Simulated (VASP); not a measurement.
# Ag4O in VASP: notebook

Ag4O is run at these levels: PBEsol; tasks: single point.

Program: VASP 6.6.1. These are calculated values, not measurements. Logs are shortened: lines on timing, memory, paths and dates and some standing lists are left out, and cuts for length are marked.

## Step 1: The cell of the first run

The cell holds a slab with vacuum, 5 atoms: a = 2.867 Å, b = 2.867 Å, c = 25.082 Å, α = 90.00°, β = 90.00°, γ = 90.00°.

## Step 2: Single point, PBEsol

The input, INCAR:

```
SYSTEM = Ag4O
ALGO = Fast
DIPOL = 0.5 0.5 0.494
EDIFF = 1E-6
ENCUT = 520
GGA = PS
IDIPOL = 3
ISIF = 2
ISMEAR = 0
LASPH = .True.
LCHARG = .True.
LDIPOL = .True.
LELF = .True.
LREAL = .False.
LVACPOTAV = .True.
LVHAR = .True.
LWAVE = .False.
NBANDS = 33
NELM = 60
PREC = Accurate
SIGMA = 0.1
```

The input, KPOINTS:

```
k-points
0
Gamma
  10 10 1
  0 0 0
```

The input, POSCAR:

```
Ag4O
1.0
    2.8669036825      0.0000000000      0.0000000000
    0.0000000000      2.8669036825      0.0000000000
    0.0000000000      0.0000000000     25.0816211046
Ag O
4 1
Direct
    0.5000000000      0.5000000000      0.3388935654
    0.0000000000      0.0000000000      0.4197179677
    0.5000000000      0.5000000000      0.5008162760
    0.0000000000      0.0000000000      0.5799214924
    0.3333333333      0.3333333333      0.6326568015
```

Potentials or basis: VASP PAW PBE potentials, release 64 (Ag, O).

Launch:

```bash
cat potpaw_PBE.64/Ag/POTCAR potpaw_PBE.64/O/POTCAR > POTCAR
mpirun -np 1 vasp_std > vasp.out
```

OUTCAR:

```text
SYSTEM = Ag4O
   EDIFF = 1E-6
   ENCUT = 520
   GGA = PS
   ISIF = 2
   ISMEAR = 0
   LASPH = .True.
   LREAL = .False.
   NELM = 60
   PREC = Accurate

 ion  position               nearest neighbor table
   1  0.500  0.500  0.339-   2 2.87   2 2.87   2 2.87   2 2.87
   2  0.000  0.000  0.420-   1 2.87   1 2.87   1 2.87   1 2.87   3 2.87   3 2.87   3 2.87   3 2.87

   3  0.500  0.500  0.501-   4 2.84   4 2.84   4 2.84   4 2.84   2 2.87   2 2.87   2 2.87   2 2.87

   4  0.000  0.000  0.580-   5 1.89   5 2.51   5 2.51   3 2.84   3 2.84   3 2.84   3 2.84
   5  0.333  0.333  0.633-   4 1.89   4 2.51   4 2.51

  LATTYP: Found a simple tetragonal cell.
 ALAT       =     2.8669036825
 C/A-ratio  =     8.7486793706

  Lattice vectors:

 A1 = (   2.8669036825,   0.0000000000,   0.0000000000)
 A2 = (   0.0000000000,   2.8669036825,   0.0000000000)
 A3 = (   0.0000000000,   0.0000000000,  25.0816211046)

Analysis of symmetry for initial positions (statically):
=====================================================================
 Subroutine PRICEL returns:
 Original cell was already a primitive cell.

 Routine SETGRP: Setting up the symmetry group for a
 simple tetragonal supercell.

 Subroutine GETGRP returns: Found  2 space group operations
 (whereof  2 operations were pure point group operations)
 out of a pool of 16 trial point group operations.

The static configuration has the point symmetry C_1h.

Analysis of symmetry for dynamics (positions and initial velocities):
=====================================================================
 Subroutine PRICEL returns:
 Original cell was already a primitive cell.

 Routine SETGRP: Setting up the symmetry group for a
 simple tetragonal supercell.

 Subroutine GETGRP returns: Found  2 space group operations
 (whereof  2 operations were pure point group operations)
 out of a pool of 16 trial point group operations.

The dynamic configuration has the point symmetry C_1h.

 Subroutine INISYM returns: Found  2 space group operations
 (whereof  2 operations are pure point group operations),
 and found     1 'primitive' translations

----------------------------------------------------------------------------------------

                                     Primitive cell

  volume of cell :     206.1493

  direct lattice vectors                    reciprocal lattice vectors
     2.866903682  0.000000000  0.000000000     0.348808370  0.000000000  0.000000000
     0.000000000  2.866903682  0.000000000     0.000000000  0.348808370  0.000000000
     0.000000000  0.000000000 25.081621105     0.000000000  0.000000000  0.039869831

  length of vectors
     2.866903682  2.866903682 25.081621105     0.348808370  0.348808370  0.039869831

  position of ions in fractional coordinates (direct lattice)
     0.500000000  0.500000000  0.338893565
     0.000000000  0.000000000  0.419717968
     0.500000000  0.500000000  0.500816276
     0.000000000  0.000000000  0.579921492
     0.333333333  0.333333333  0.632656801

  ion indices of the primitive-cell ions
   primitive index   ion index
                 1           1
                 2           2
                 3           3
                 4           4
                 5           5

----------------------------------------------------------------------------------------

 KPOINTS: k-points

Automatic generation of k-mesh.
 Grid dimensions read from file:
 generate k-points for:   10   10    1

 Generating k-lattice:

  Cartesian coordinates                     Fractional coordinates (reciprocal lattice)
     0.034880837  0.000000000  0.000000000     0.100000000  0.000000000  0.000000000
     0.000000000  0.034880837  0.000000000     0.000000000  0.100000000  0.000000000
     0.000000000  0.000000000  0.039869831     0.000000000  0.000000000  1.000000000

  Length of vectors
     0.034880837  0.034880837  0.039869831

  Shift w.r.t. Gamma in fractional coordinates (k-lattice)
     0.000000000  0.000000000  0.000000000

 Subroutine IBZKPT returns following result:
 ===========================================

 Found     31 irreducible k-points:

 Following reciprocal coordinates:
            Coordinates               Weight
  0.000000  0.000000  0.000000      1.000000
  0.100000  0.000000  0.000000      4.000000
  0.200000  0.000000  0.000000      4.000000
  0.300000  0.000000  0.000000      4.000000
  0.400000  0.000000  0.000000      4.000000
  0.500000  0.000000  0.000000      2.000000
[... 16 lines left out ...]
  0.300000  0.300000  0.000000      2.000000
 -0.300000  0.300000  0.000000      2.000000
 [... further k-points ...]
   k-points           NKPTS =     31   k-points in BZ     NKDIM =     31   number of bands    NBANDS=     33
   number of dos      NEDOS =    301   number of ions     NIONS =      5
   total plane-waves  NPLWV = 110592
   dimension x,y,z NGX =    24 NGY =   24 NGZ =  192
   dimension x,y,z NGXF=    48 NGYF=   48 NGZF=  384
   ions per type =               4   1
   NGX,Y,Z   is equivalent  to a cutoff of  13.92, 13.92, 12.73 a.u.
   NGXF,Y,Z  is equivalent  to a cutoff of  27.83, 27.83, 25.45 a.u.
 SYSTEM =  Ag4O
   PREC   = accura    normal or accurate (medium, high low for compatibility)
   ISTART =      0    job   : 0-new  1-cont  2-samecut
   ICHARG =      2    charge: 1-file 2-atom 10-const
   ISPIN  =      1    spin polarized calculation?
   LNONCOLLINEAR =      F non collinear calculations
   LSORBIT =      F    spin-orbit coupling
   LASPH  =      T    aspherical Exc in radial PAW
   ENCUT  =  520.0 eV  38.22 Ry    6.18 a.u.   5.33  5.33 46.64*2*pi/ulx,y,z
   NELM   =     60;   NELMIN=  2; NELMDL= -5     # of ELM steps
   EDIFF  = 0.1E-05   stopping-criterion for ELM
   LREAL  =      F    real-space projection
   EDIFFG = 0.1E-04   stopping-criterion for IOM
   NSW    =      0    number of steps for IOM
   IBRION =     -1    ionic relax: 0-MD 1-quasi-New 2-CG
   NFREE  =      0    steps in history (QN), initial steepest desc. (CG)
   ISIF   =      2    stress and relaxation
   ISYM   =      2    0-nonsym 1-usesym 2-fastsym
   POTIM  = 0.5000    time-step for ionic-motion
   TEBEG  =    0.0;   TEEND  =   0.0 temperature during run
   PSTRESS=    0.0 pullay stress
   NELECT =      50.0000    total number of electrons
   NUPDOWN=      -1.0000    fix difference up-down
   EMIN   =  10.00;   EMAX   =-10.00  energy-range for DOS
   EFERMI =   0.00;   METHOD = LEGACY
   ISMEAR =     0;   SIGMA  =   0.10  broadening in eV -4-tet -1-fermi 0-gaus
   EFERMI_NEDOS =   21; number of points for ismear=-14 and -15
   IALGO  =     68    algorithm
   IMIX   =      4    mixing-type and parameters
     AMIX     =   0.40;   BMIX     =  1.00
     AMIX_MAG =   1.60;   BMIX_MAG =  1.00
  volume/ion in A,a.u.               =      41.23       278.23
  Fermi-wavevector in a.u.,A,eV,Ry     =   1.020949  1.929315 14.181866  1.042338
  Thomas-Fermi vector in A             =   2.154547
   LORBIT       =      0    0 simple, 1 ext, 2 COOP (PROOUT), +10 PAW based schemes
   GGA     = PS    functional components
   LHFCALC =     F    Hartree Fock is set to
   AEXX    =    0.0000 exact exchange contribution
   IVDW    =     0    specifies the selected vdW correction
   LEPSILON=     F    determine dielectric tensor
   LRPA    =     F    only Hartree local field effects (RPA)
 non-spin polarized calculation
 RMM-DIIS sequential band-by-band and
 Gauss-broadening in eV      SIGMA  =   0.10
  energy-cutoff  :      520.00
  volume of cell :      206.15
 maximum number of plane-waves:      5593
 NGX is ok and might be reduce to    24
   NGX = 11   NGY = 11   NGZ = 93

 dipolmoment           0.000000      0.000000     -0.020469 electrons x Angstroem

 number of electron      49.9999992 magnetization

 dipolmoment           0.000000      0.000000      0.181305 electrons x Angstroem

 Free energy of the ion-electron system (eV)
  ---------------------------------------------------
  ext. energy  EPLUGINS =         0.00000000
  ---------------------------------------------------
  free energy    TOTEN  =       -16.09437631 eV

  energy without entropy =      -16.07400680  energy(sigma->0) =      -16.08419156

 E-fermi :  -1.4182     XC(G=0):  -5.1174

 val. band max:       -1.4255234615   @ k =   0.4000   0.3000   0.0000
 cond. band min:      -1.4044188291   @ k =   0.3000   0.1000   0.0000
 fundamental gap:      0.0211046324
 Fermi energy:        -1.4181892594

 k-point     1 :       0.0000    0.0000    0.0000
  band No.  band energies     occupation
      1     -18.5035      2.00000
      2      -8.7299      2.00000
      3      -7.7219      2.00000
      4      -7.5719      2.00000
      5      -7.4106      2.00000
      6      -7.2103      2.00000
[... 25 lines left out ...]
     32       6.6370      0.00000
     33       8.1826      0.00000

 k-point     2 :       0.1000    0.0000    0.0000
  band No.  band energies     occupation
      1     -18.4675      2.00000
      2      -8.5408      2.00000
      3      -7.6191      2.00000
      4      -7.4594      2.00000
      5      -7.3042      2.00000
      6      -7.1567      2.00000
[... 25 lines left out ...]
     32       6.8127      0.00000
     33       8.3476      0.00000

 k-point     3 :       0.2000    0.0000    0.0000
  band No.  band energies     occupation
      1     -18.3722      2.00000
      2      -8.0675      2.00000
      3      -7.4580      2.00000
      4      -7.2338      2.00000
      5      -7.0800      2.00000
      6      -7.0668      2.00000
[... 25 lines left out ...]
     32       7.4699      0.00000
     33       8.8830      0.00000

 k-point     4 :       0.3000    0.0000    0.0000
  band No.  band energies     occupation
      1     -18.2518      2.00000
      2      -7.6448      2.00000
      3      -7.4473      2.00000
      4      -7.1631      2.00000
      5      -7.0139      2.00000
      6      -6.6234      2.00000
[... 25 lines left out ...]
     32       5.8616      0.00000
     33       8.3698      0.00000

 k-point     5 :       0.4000    0.0000    0.0000
  band No.  band energies     occupation
      1     -18.1522      2.00000
      2      -7.5667      2.00000
      3      -7.5315      2.00000
      4      -7.0834      2.00000
      5      -6.8953      2.00000
      6      -6.4703      2.00000
[... 604 lines left out ...]
 k-point    22 :       0.5000    0.2000    0.0000
  band No.  band energies     occupation
      1     -18.0130      2.00000
      2      -7.3043      2.00000
      3      -7.2428      2.00000
      4      -7.0278      2.00000
      5      -6.9441      2.00000
      6      -6.6528      2.00000
[... 25 lines left out ...]
     32       6.5076      0.00000
     33      10.7734      0.00000

 k-point    23 :       0.3000    0.3000    0.0000
  band No.  band energies     occupation
      1     -18.0369      2.00000
      2      -7.2502      2.00000
      3      -7.0202      2.00000
      4      -7.0112      2.00000
      5      -6.9019      2.00000
      6      -6.7547      2.00000
[... 25 lines left out ...]
     32       6.4603      0.00000
     33       9.8067      0.00000

 k-point    24 :      -0.3000    0.3000    0.0000
  band No.  band energies     occupation
      1     -18.0394      2.00000
      2      -7.2219      2.00000
      3      -7.0614      2.00000
      4      -7.0140      2.00000
      5      -6.8901      2.00000
      6      -6.8071      2.00000
[... 25 lines left out ...]
     32       6.4551      0.00000
     33       9.7820      0.00000

 [... further k-points ...]

------------------------ aborting loop because EDIFF is reached ----------------------------------------

  FORCE on cell =-STRESS in cart. coord.  units (eV):
  Direction    XX          YY          ZZ          XY          YZ          ZX
  --------------------------------------------------------------------------------------
  -------------------------------------------------------------------------------------
  Total       -0.1214260     -0.1214260     -0.2324398      1.7884533      1.6839018      1.6839020
  in kB       -0.9437140     -0.9437140     -1.8065052     13.8997304     13.0871635     13.0871650
  external PRESSURE =      -1.2313111 kB  Pullay stress =       0.0000000 kB

 VOLUME and BASIS-vectors are now :
 -----------------------------------------------------------------------------
  energy-cutoff  :      520.00
  volume of cell :      206.15
      direct lattice vectors                 reciprocal lattice vectors
     2.866903682  0.000000000  0.000000000     0.348808370  0.000000000  0.000000000
     0.000000000  2.866903682  0.000000000     0.000000000  0.348808370  0.000000000
     0.000000000  0.000000000 25.081621105     0.000000000  0.000000000  0.039869831

 POSITION                                       TOTAL-FORCE (eV/Angst)
 -----------------------------------------------------------------------------------
      1.43345      1.43345      8.50000        -0.000363     -0.000363      0.151516
      0.00000      0.00000     10.52721        -0.007754     -0.007754     -0.096091
      1.43345      1.43345     12.56128         0.010691      0.010691     -0.147364
      0.00000      0.00000     14.54537        -1.266566     -1.266566      0.047131
      0.95563      0.95563     15.86806         1.263992      1.263992      0.044808
 -----------------------------------------------------------------------------------
    total drift:                                0.000191      0.000191     -0.000235

  FREE ENERGIE OF THE ION-ELECTRON SYSTEM (eV)
  ---------------------------------------------------
  free  energy   TOTEN  =       -16.0943763075 eV

  energy  without entropy=      -16.0740068031  energy(sigma->0) =      -16.08419156

 vacuum level on the upper side and lower side of the slab         7.017         3.026
```

Wall time 10 min (1 thread of Oxide Virtual Turin-like, shared host); peak memory 0.39 GiB.

Results:

- Free energy: -16.0944 eV
- Largest force: 1.792 eV/Å
- Band gap on the k mesh: zero (bands 25 and 26 overlap by 3.11 eV)

Forces in eV/Å, atoms in the order of the input:
```
Ag   0.000  0.000  0.152
Ag  -0.008 -0.008 -0.096
Ag   0.011  0.011 -0.147
Ag  -1.267 -1.267  0.047
O    1.264  1.264  0.045
```

Levels at points of the mesh, in eV from the Fermi level:
```csv
k point,band 22,band 23,band 24,band 25,band 26,band 27,band 28,band 29
"(0.00, 0.00, 0.00)",-2.75,-2.73,-2.26,-0.54,-0.16,0.26,0.99,4.43
"(0.50, 0.00, 0.00)",-1.89,-1.26,-0.34,-0.31,0.14,0.19,2.75,3.35
"(0.50, 0.50, 0.00)",-1.27,-0.96,-0.12,2.84,2.88,5.17,5.22,7.09
```

Caveat: the PAW data sets were made with another functional, which shifts forces and pressure a little.

## Step 3: Single point, PBEsol

The input, INCAR:

```
SYSTEM = Ag4O
  PREC = Accurate
  ENCUT = 520
  EDIFF = 1E-7
  ISMEAR = 0
  SIGMA = 0.1
  LREAL = .False.
  LASPH = .True.
  NELM = 60
  ALGO = Fast
  ISIF = 2
  LWAVE = .False.
  LCHARG = .False.
  LDIPOL = .True.
  IDIPOL = 3
  DIPOL = 0.5 0.5 0.494
  GGA = PS
  NBANDS = 33
```

The input, KPOINTS:

```
Automatic mesh
0
Gamma
  10 10 1
  0 0 0
```

Changes to POSCAR since step 2:

```diff
@@ -12,2 +12,2 @@
     0.0000000000      0.0000000000      0.5799214924
-    0.3333333333      0.3333333333      0.6326568015
+    0.3333333333      0.3333333333      0.6325861473
```

Potentials or basis: VASP PAW PBE potentials, release 64 (Ag, O).

Launch:

```bash
cat potpaw_PBE.64/Ag/POTCAR potpaw_PBE.64/O/POTCAR > POTCAR
mpirun -np 1 vasp_std > vasp.out
```

Wall time 11 min (1 thread of Oxide Virtual Turin-like, shared host); peak memory 0.39 GiB.

It converged, with:

| Property | Result |
| --- | --- |
| Free energy | -16.0943 eV |
| Largest force | 1.808 eV/Å |
| Band gap on the k mesh | zero (bands 25 and 26 overlap by 3.11 eV) |

Forces on the atoms (eV/Å):
```
Ag   0.000  0.000  0.152
Ag  -0.008 -0.008 -0.096
Ag   0.011  0.011 -0.148
Ag  -1.278 -1.278  0.033
O    1.276  1.276  0.060
```

Levels at points of the mesh, in eV from the Fermi level:
```
           k point  band 21  band 22  band 23  band 24  band 25  band 26  band 27  band 28  band 29  band 30
(0.00, 0.00, 0.00)    -2.88    -2.75    -2.73    -2.26    -0.54    -0.16     0.26     0.99     4.42     5.65
(0.50, 0.00, 0.00)    -2.87    -1.89    -1.26    -0.34    -0.31     0.13     0.19     2.75     3.36     5.15
(0.50, 0.50, 0.00)    -2.39    -1.27    -0.96    -0.12     2.84     2.88     5.17     5.22     7.09     7.16
```

Caveat: the PAW data sets were made with another functional, which shifts forces and pressure a little.

The gap in the log of VASP goes by the Fermi energy; the results here count the filled bands.